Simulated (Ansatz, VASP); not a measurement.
# Two plane-wave programs on LiF

File POSCAR:

```
LiF
1.0
    3.0810519480      0.0000000000      0.0000000000
   -1.5405259740      2.6682692574      0.0000000000
    0.0000000000      0.0000000000      4.7852337859
Li F
2 2
Direct
    0.3333333333      0.6666666667      0.3824388605
    0.6666666667      0.3333333333      0.8824388605
    0.3333333333      0.6666666667      0.9925591395
    0.6666666667      0.3333333333      0.4925591395
```

Contents of INCAR.step1:

```
ALGO = Normal
EDIFF = 1E-4
ENCUT = 520
GGA = PE
ISMEAR = 0
LASPH = T
LCHARG = F
LREAL = F
LWAVE = T
NBANDS = 18
NELM = 60
PREC = Accurate
SIGMA = 0.01
```

Contents of INCAR.step2:

```
ALGO = Normal
EDIFF = 1E-6
ENCUT = 520
ISIF = 2
ISMEAR = 0
ISTART = 1
LASPH = T
LCHARG = F
LMIXTAU = T
LREAL = F
LWAVE = F
METAGGA = R2SCAN
NBANDS = 18
NELM = 60
PREC = Accurate
SIGMA = 0.01
```

The input KPOINTS:

```
k-points
0
Gamma
  9 9 4
```

Input for Ansatz:

```yaml
crystal:
  lattice:
    - [3.081051948, 0.0, 0.0]
    - [-1.540525974, 2.6682692574, 0.0]
    - [0.0, 0.0, 4.7852337859]
  atoms:
    - { symbol: Li, position: [0.3333333333, 0.6666666667, 0.3824388605] }
    - { symbol: Li, position: [0.6666666667, 0.3333333333, 0.8824388605] }
    - { symbol: F, position: [0.3333333333, 0.6666666667, 0.9925591395] }
    - { symbol: F, position: [0.6666666667, 0.3333333333, 0.4925591395] }
kpoints:
  mp_grid: { grid: [9, 9, 4] }
hamiltonian:
  xc: r2scan
scf:
  occupations: { method: fixed }
  n_extra_bands: 5
output:
  forces: true
  stress: true
  eigenvalues: true
```

Alike in both runs: task single point; functional r2SCAN; k mesh 9 × 9 × 4; no spin polarisation.

|  | VASP | Ansatz |
| --- | --- | --- |
| version | VASP 6.6.1 | Ansatz 0.2.0 |
| potentials or method | VASP PAW PBE potentials, release 64 (Li_sv, F) | plane waves, PAW |
| plane-wave cutoff (eV) | 520 | 500 |
| occupations | gaussian, width 0.01 eV | fixed |
| valence electrons in the cell | 20 | 20 |

Ansatz gave:

- gap on the k mesh at the Fermi level (eV): 8.58

Q: What did VASP give for the same quantities?

A: gap on the k mesh at the Fermi level (eV): 8.68.

VASP's potentials were made for PBE, not for r2SCAN.

Noted on VASP's run: the cutoff is short for stress, so the pressure is rough.
